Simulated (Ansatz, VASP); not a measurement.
## One calculation of C, two programs

File INCAR:

```
SYSTEM = C
PREC = Accurate
ENCUT = 520
EDIFF = 1E-6
ISMEAR = 0
SIGMA = 0.05
LREAL = .False.
LASPH = .True.
NELM = 100
ALGO = Normal
ISIF = 2
LWAVE = .False.
LCHARG = .True.
GGA = PE
LELF = .True.
LVHAR = .True.
NBANDS = 11
```

File KPOINTS:

```
Automatic mesh
0
Gamma
  12 12 12
  0 0 0
```

File POSCAR:

```
C
1.0
    0.0000000000      1.6840565369      1.7672489299
    1.6840565369      0.0000000000      1.7672489299
    1.6840565369      1.6840565369      0.0000000000
C
2
Direct
    0.5000000000      0.5000000000      0.5000000000
    0.7500000000      0.7500000000      0.7500000000
```

Input for Ansatz:

```yaml
crystal:
  lattice:
    - [0.0, 1.6840565369, 1.7672489299]
    - [1.6840565369, 0.0, 1.7672489299]
    - [1.6840565369, 1.6840565369, 0.0]
  atoms:
    - { symbol: C, position: [0.5, 0.5, 0.5] }
    - { symbol: C, position: [0.75, 0.75, 0.75] }
basis:
  ecutwfc: 520.0
kpoints:
  mp_grid: { grid: [12, 12, 12] }
hamiltonian:
  xc: pbe
  pseudopotentials: { kind: paw, azcp: { folder: soft_1 } }
scf:
  occupations: { method: gaussian, width: 0.05 }
output:
  forces: true
  stress: true
  eigenvalues: true
```

Alike in both runs: task single point; functional PBE; k mesh 12 × 12 × 12; occupations gaussian, width 0.05 eV; no spin polarisation.

|  | VASP | Ansatz |
| --- | --- | --- |
| version | VASP 6.6.1 | Ansatz 0.2.0 |
| potentials or method | VASP PAW PBE potentials, release 64 (C), cutoff 520 eV | scalar-relativistic, plane waves, PAW |
| valence electrons in the cell | 8 | 8 |

```tsv
	VASP	Ansatz	Ansatz less VASP
gap on the k mesh at the Fermi level (eV)	3.79	3.80	+0.011
least direct gap on the mesh (eV)	5.47	5.47	+0.004
```
